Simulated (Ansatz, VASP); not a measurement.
**Ge2As: VASP beside Ansatz**

```
CELL_PARAMETERS angstrom
0.00000 3.24277 3.24277
3.24277 0.00000 3.24277
3.24277 3.24277 0.00000
ATOMIC_POSITIONS crystal
Ge 0.25000 0.25000 0.25000
Ge 0.75000 0.75000 0.75000
As 0.00000 0.00000 0.00000
```

Alike in both runs: task relaxation of cell and atoms; functional PBE; k mesh 12 × 12 × 12; occupations gaussian, width 0.1 eV; no spin polarisation.

|  | VASP | Ansatz |
| --- | --- | --- |
| version | VASP 6.6.1 | Ansatz 0.2.0 |
| potentials or method | VASP PAW PBE potentials, release 64 (Ge_d, As), cutoff 600 eV | scalar-relativistic, plane waves, PAW |
| valence electrons in the cell | 33 | 43 |

VASP gave:

```
gap on the k mesh at the Fermi level, each at its own relaxed structure (eV) : none
relaxed volume (Å³/atom)                                                     : 22.91
relaxed length of the cell vector where the two differ most in proportion (Å)              : 4.598
```

Problem. Estimate Ansatz's values.

Solution. gap on the k mesh at the Fermi level, each at its own relaxed structure (eV): none; relaxed volume (Å³/atom): 22.86; relaxed length of the cell vector where the two differ most in proportion (Å): 4.594.

A gap of «none» marks a metal or a gap that the smearing closes. VASP's potentials hold 33 valence electrons a cell and Ansatz's 43, so a difference there can come from the potentials and not from the codes.
